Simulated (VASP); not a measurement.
# VO2 (P4_2/mnm) in VASP: single point with PBE+U

Aim: the single point of VO2 with PBE+U.

Program: VASP 6.6.1. These are calculated values, not measurements. Logs are shortened: lines on timing, memory, paths and dates and some standing lists are left out, and cuts for length are marked.

## 1. The cell of the first run

It takes space group P4_2/mnm (No. 136, tetragonal). Conventional cell: a = 4.482 Å, b = 4.482 Å, c = 3.025 Å, α = 90.00°, β = 90.00°, γ = 90.00°. Within 2.5 Å of V (site symmetry mmm) lie 6 O at 1.90 to 1.98 Å. Within 2.6 Å of O (site symmetry m2m) lie 3 V at 1.90 to 1.98 Å and 1 O at 2.55 Å.

## 2. Single point, PBE+U, collinear spin, ferromagnetic start

Input file INCAR:

```
SYSTEM = VO2
PREC = Accurate
ENCUT = 600
EDIFF = 1E-6
ISMEAR = 0
SIGMA = 0.02
LREAL = .False.
LASPH = .True.
NELM = 200
ALGO = Normal
ISIF = 2
LWAVE = .False.
LCHARG = .False.
ISPIN = 2
MAGMOM = 0.95 0.95 0 0 0 0
LORBIT = 11
LMAXMIX = 4
LDAU = .True.
LDAUTYPE = 2
LDAUL = 2 -1
LDAUU = 3.25 0
LDAUJ = 0 0
LDAUPRINT = 1
GGA = PE
NBANDS = 38
GGA_COMPAT = .False.
```

Input file KPOINTS:

```
Automatic mesh
0
Gamma
  6 6 10
  0 0 0
```

Input file POSCAR:

```
VO2
1.0
    4.4820591965      0.0000000000      0.0000000000
    0.0000000000      4.4820591965      0.0000000000
    0.0000000000      0.0000000000      3.0254235448
V O
2 4
Direct
    0.0000000000      0.0000000000      0.0000000000
    0.5000000000      0.5000000000      0.5000000000
    0.2989922608      0.2989922608      0.0000000000
    0.2010077392      0.7989922608      0.5000000000
    0.7010077392      0.7010077392      0.0000000000
    0.7989922608      0.2010077392      0.5000000000
```

Potentials or basis: VASP PAW PBE potentials, release 64 (V_sv, O).

The run is started by

```
$ cat potpaw_PBE.64/V_sv/POTCAR potpaw_PBE.64/O/POTCAR > POTCAR
$ mpirun -np 1 vasp_std > vasp.out
```

OUTCAR:

```text
SYSTEM = VO2
   PREC = Accurate
   ENCUT = 600
   EDIFF = 1E-6
   ISMEAR = 0
   LREAL = .False.
   LASPH = .True.
   NELM = 200
   ISIF = 2
   ISPIN = 2
   LORBIT = 11
   GGA = PE

 ion  position               nearest neighbor table
   1  0.000  0.000  0.000-   3 1.90   5 1.90   4 1.98   6 1.98   4 1.98   6 1.98
   2  0.500  0.500  0.500-   4 1.90   6 1.90   5 1.98   3 1.98   3 1.98   5 1.98
   3  0.299  0.299  0.000-   1 1.90   2 1.98   2 1.98
   4  0.201  0.799  0.500-   2 1.90   1 1.98   1 1.98
   5  0.701  0.701  0.000-   1 1.90   2 1.98   2 1.98
   6  0.799  0.201  0.500-   2 1.90   1 1.98   1 1.98

  LATTYP: Found a simple tetragonal cell.
 ALAT       =     4.4820591965
 C/A-ratio  =     0.6750074937

  Lattice vectors:

 A1 = (   4.4820591965,   0.0000000000,   0.0000000000)
 A2 = (   0.0000000000,   4.4820591965,   0.0000000000)
 A3 = (   0.0000000000,   0.0000000000,   3.0254235448)

Analysis of symmetry for initial positions (statically):
=====================================================================
 Subroutine PRICEL returns:
 Original cell was already a primitive cell.

 Routine SETGRP: Setting up the symmetry group for a
 simple tetragonal supercell.

 Subroutine GETGRP returns: Found 16 space group operations
 (whereof  8 operations were pure point group operations)
 out of a pool of 16 trial point group operations.

The static configuration has the point symmetry D_2h.
 The point group associated with its full space group is D_4h.

Analysis of symmetry for dynamics (positions and initial velocities):
=====================================================================
 Subroutine PRICEL returns:
 Original cell was already a primitive cell.

 Routine SETGRP: Setting up the symmetry group for a
 simple tetragonal supercell.

 Subroutine GETGRP returns: Found 16 space group operations
 (whereof  8 operations were pure point group operations)
 out of a pool of 16 trial point group operations.

The dynamic configuration has the point symmetry D_2h.
 The point group associated with its full space group is D_4h.

Analysis of structural, dynamic, and magnetic symmetry:
=====================================================================
 Subroutine PRICEL returns:
 Original cell was already a primitive cell.

 Routine SETGRP: Setting up the symmetry group for a
 simple tetragonal supercell.

[... 218 lines left out ...]
  o =  0.3079  v =  0.0000  0.0000  0.0000  0.0000  0.0000 -0.8350  0.0000 -0.5502  0.0000  0.0000      0.0000  0.0000  0.0000  0.0000  0.0000  0.0000  0.0000  0.0000  0.0000  0.0000
  o =  0.3798  v = -0.8406  0.0000 -0.5417  0.0000 -0.0000  0.0000  0.0000  0.0000  0.0000  0.0000      0.0000  0.0000  0.0000  0.0000  0.0000  0.0000  0.0000  0.0000  0.0000  0.0000
  o =  0.9275  v = -0.5417  0.0000  0.8406  0.0000  0.0000  0.0000  0.0000  0.0000  0.0000  0.0000      0.0000  0.0000  0.0000  0.0000  0.0000  0.0000  0.0000  0.0000  0.0000  0.0000

 number of electron      49.9999995 magnetization       1.9999879

 Free energy of the ion-electron system (eV)
  ---------------------------------------------------
  ext. energy  EPLUGINS =         0.00000000
  ---------------------------------------------------
  free energy    TOTEN  =       -46.58525390 eV

  energy without entropy =      -46.58525390  energy(sigma->0) =      -46.58525390

 E-fermi :   5.2799     XC(G=0): -11.6298

 val. band max:        5.0061279364   @ k =   0.0000   0.0000   0.0000
 cond. band min:       5.9983890757   @ k =   0.5000   0.0000   0.5000
 fundamental gap:      0.9922611393
 Fermi energy:         5.2798902834

 spin component 1

 k-point     1 :       0.0000    0.0000    0.0000
  band No.  band energies     occupation
      1     -60.5641      1.00000
      2     -60.5552      1.00000
      3     -34.5713      1.00000
      4     -34.5713      1.00000
      5     -34.2099      1.00000
      6     -34.1883      1.00000
[... 1913 lines left out ...]
     36      16.0219      0.00000
     37      19.2518      0.00000

 [... further k-points ...]

 [bands above 37 left out]

------------------------ aborting loop because EDIFF is reached ----------------------------------------

  FORCE on cell =-STRESS in cart. coord.  units (eV):
  Direction    XX          YY          ZZ          XY          YZ          ZX
  --------------------------------------------------------------------------------------
  -------------------------------------------------------------------------------------
  Total        1.3191942      1.3191942      1.2232947     -0.0000000      0.0000000      0.0000000
  in kB       34.7758661     34.7758661     32.2478165     -0.0000000      0.0000000      0.0000000
  external PRESSURE =      33.9331829 kB  Pullay stress =       0.0000000 kB

 VOLUME and BASIS-vectors are now :
 -----------------------------------------------------------------------------
  energy-cutoff  :      600.00
  volume of cell :       60.78
      direct lattice vectors                 reciprocal lattice vectors
     4.482059196  0.000000000  0.000000000     0.223111734  0.000000000  0.000000000
     0.000000000  4.482059196  0.000000000     0.000000000  0.223111734  0.000000000
     0.000000000  0.000000000  3.025423545     0.000000000  0.000000000  0.330532233

 POSITION                                       TOTAL-FORCE (eV/Angst)
 -----------------------------------------------------------------------------------
      0.00000      0.00000      0.00000         0.000000      0.000000      0.000000
      2.24103      2.24103      1.51271         0.000000      0.000000      0.000000
      1.34010      1.34010      0.00000         0.032651      0.032651      0.000000
      0.90093      3.58113      1.51271        -0.032651      0.032651      0.000000
      3.14196      3.14196      0.00000        -0.032651     -0.032651      0.000000
      3.58113      0.90093      1.51271         0.032651     -0.032651      0.000000
 -----------------------------------------------------------------------------------
    total drift:                                0.000000      0.000000      0.000000

  FREE ENERGIE OF THE ION-ELECTRON SYSTEM (eV)
  ---------------------------------------------------
  free  energy   TOTEN  =       -46.5852538997 eV

  energy  without entropy=      -46.5852538997  energy(sigma->0) =      -46.58525390

 total charge

# of ion       s       p       d       tot
------------------------------------------
    1        2.282   6.326   2.744  11.352
    2        2.282   6.326   2.744  11.352
    3        1.566   3.496   0.000   5.062
    4        1.566   3.496   0.000   5.062
    5        1.566   3.496   0.000   5.062
    6        1.566   3.496   0.000   5.062
--------------------------------------------------
tot         10.829  26.635   5.488  42.952

 magnetization (x)

# of ion       s       p       d       tot
------------------------------------------
    1        0.014   0.013   1.043   1.071
    2        0.014   0.013   1.043   1.071
    3       -0.002  -0.047   0.000  -0.049
    4       -0.002  -0.047   0.000  -0.049
    5       -0.002  -0.047   0.000  -0.049
    6       -0.002  -0.047   0.000  -0.049
--------------------------------------------------
tot          0.021  -0.163   2.087   1.945
```

stdout:

```text
POSCAR found type information on POSCAR V O
 POSCAR found :  2 types and       6 ions
 scaLAPACK will be used
 LDA part: xc-table for (Slater+PW92), standard interpolation
 POSCAR, INCAR and KPOINTS ok, starting setup
 FFT: planning ... GRIDC
 FFT: planning ... GRID_SOFT
 FFT: planning ... GRID
 WAVECAR not read
 entering main loop
```

Wall time 4.5 min (1 thread of Intel Xeon Platinum 8259CL at 2.50GHz (Skylake/Cascade Lake), shared host); peak memory 0.35 GiB.

What came out:

```
Free energy                                           : -46.5853 eV
Pressure                                              : 3.4 GPa
Largest force                                         : 0.046 eV/Å
Band gap on the k mesh                                : 0.99 eV (least direct gap 1.24 eV)
Net moment                                            : 2.00 μB per cell
Site moments                                          : V +1.07; O -0.05 μB
Valence electrons inside the program's atomic spheres : V 11.35; O 5.06
```

Forces in eV/Å, atoms in the order of the input:
```
V    0.000  0.000  0.000
V    0.000  0.000  0.000
O    0.033  0.033  0.000
O   -0.033  0.033  0.000
O   -0.033 -0.033  0.000
O    0.033 -0.033  0.000
```

Stress tensor (GPa, compression positive):
```
3.48 0.00 0.00
0.00 3.48 0.00
0.00 0.00 3.22
```

Eigenvalues of the final occupation matrices:
| site | spin | trace | eigenvalues |
| --- | --- | --- | --- |
| site 1 d | 1 | 1.91 | 0.15 0.17 0.29 0.38 0.93 |
| site 1 d | 2 | 0.86 | 0.06 0.11 0.13 0.26 0.31 |
| site 2 d | 1 | 1.91 | 0.15 0.17 0.29 0.38 0.93 |
| site 2 d | 2 | 0.86 | 0.06 0.11 0.13 0.26 0.31 |

Caveat: the cell stands under pressure.
